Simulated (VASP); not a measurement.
Input of a VASP 6.6.1 run:

INCAR

```
SYSTEM = Sn
ALGO     = Fast           ! electronic algorithm
EDIFF    = 1E-6           ! SCF threshold, eV
EDIFFG   = -0.05          ! ionic threshold
ENCUT    = 600            ! plane-wave cutoff, eV
GGA      = PS             ! functional
IBRION   = 2              ! ionic algorithm
ISIF     = 3              ! what is computed and relaxed
ISMEAR   = 0              ! smearing method
LASPH    = .True.         ! aspherical terms in the spheres
LCHARG   = .False.        ! write CHGCAR
LREAL    = .False.        ! projectors in reciprocal space
LWAVE    = .False.        ! write WAVECAR
NELM     = 100            ! most SCF steps
NSW      = 100            ! ionic steps
PREC     = Accurate       ! precision mode
SIGMA    = 0.1            ! smearing width, eV
```

Contents of KPOINTS:

```
k-points
0
Gamma
  9 9 4
  0 0 0
```

Contents of POSCAR:

```
Sn
1.0
    2.7575438900      0.0000000000      0.0000000000
   -1.3787719500      2.3881030600      0.0000000000
    0.0000000000      0.0000000000      4.3914227800
Sn
2
Direct
    0.3333333300      0.6666666700      0.2500000000
    0.6666666700      0.3333333300      0.7500000000
```

Potentials or basis: VASP PAW PBE potentials, release 64 (Sn_d).

The run is started by

```sh
$ cat potpaw_PBE.64/Sn_d/POTCAR > POTCAR
$ mpirun -np 1 vasp_std > vasp.out
```

Predict the space group after relaxing (to 0.1 Å).

P6_3/mmc (No. 194).

Estimate the relaxed volume.

26.14 Å³/atom.

What does it give for the band gap on the k mesh?

Zero (bands 14 and 15 overlap by 7.87 eV).

Stress tensor (GPa, compression positive):
```
-0.04  0.00  0.00
 0.00 -0.04  0.00
 0.00  0.00 -0.16
```

Caveat: the volume moved by over 15 % at a fixed basis, so the end points are rough; the PAW data sets were made with another functional, which shifts forces and pressure a little; spin-orbit coupling is left out, which moves the levels of the heavy elements.
